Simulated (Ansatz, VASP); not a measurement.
**SnTe: VASP beside Ansatz**

Contents of INCAR:

```
PREC     = Accurate       # precision mode
ENCUT    = 520            # plane-wave cutoff, eV
EDIFF    = 1E-6           # SCF threshold, eV
ISMEAR   = 0              # smearing method
SIGMA    = 0.03           # smearing width, eV
LREAL    = False          # projectors in reciprocal space
LASPH    = True           # aspherical terms in the spheres
NELM     = 100            # most SCF steps
ALGO     = Normal         # electronic algorithm
ISIF     = 2              # what is computed and relaxed
LWAVE    = False          # write WAVECAR
LCHARG   = True           # write CHGCAR
GGA      = PE             # functional
LELF     = True           # ELF
LVHAR    = True         
NBANDS   = 17             # bands
```

Contents of KPOINTS:

```
Automatic mesh
0
Gamma
  10 10 10
```

Contents of POSCAR:

```
SnTe
1.0
    0.0000000000      3.0302400000      2.9039800000
    3.0302400000      0.0000000000      2.9039800000
    3.0302400000      3.0302400000      0.0000000000
Sn Te
1 1
Direct
    0.0000000000      0.0000000000      0.0000000000
    0.5000000000      0.5000000000      0.5000000000
```

Input for Ansatz:

```yaml
crystal:
  lattice:
    - [0.0, 3.03024, 2.90398]
    - [3.03024, 0.0, 2.90398]
    - [3.03024, 3.03024, 0.0]
  atoms:
    - { symbol: Sn, position: [0.0, 0.0, 0.0] }
    - { symbol: Te, position: [0.5, 0.5, 0.5] }
basis:
  ecutwfc: 420
kpoints:
  mp_grid: { grid: [10, 10, 10] }
hamiltonian:
  xc: pbe
scf:
  occupations: { method: gaussian, width: 0.03 }
output:
  forces: true
  stress: true
  eigenvalues: true
```

Change from the starting cell: strain -0.040 along x and y, -0.080 along z, atoms carried along.

Alike in both runs: task single point; functional PBE; k mesh 10 × 10 × 10; occupations gaussian, width 0.03 eV; no spin polarisation.

|  | VASP | Ansatz |
| --- | --- | --- |
| version | VASP 6.6.1 | Ansatz 0.2.0 |
| potentials or method | VASP PAW PBE potentials, release 64 (Sn_d, Te), cutoff 520 eV | scalar-relativistic, plane waves, PAW |
| valence electrons in the cell | 20 | 30 |

```tsv
	VASP	Ansatz	Ansatz less VASP
gap on the k mesh at the Fermi level (eV)	none	none	-
pressure (GPa)	13.8	13.8	0.00
traceless stress, the component that is largest in VASP (GPa)	7.14	7.14	-0.001
```

A gap of «none» marks a metal or a gap that the smearing closes. With one functional, cell and mesh, what is left measures potentials, basis and numerics. VASP's potentials hold 20 valence electrons a cell and Ansatz's 30, so a difference there can come from the potentials and not from the codes.

Spin-orbit coupling is off throughout.
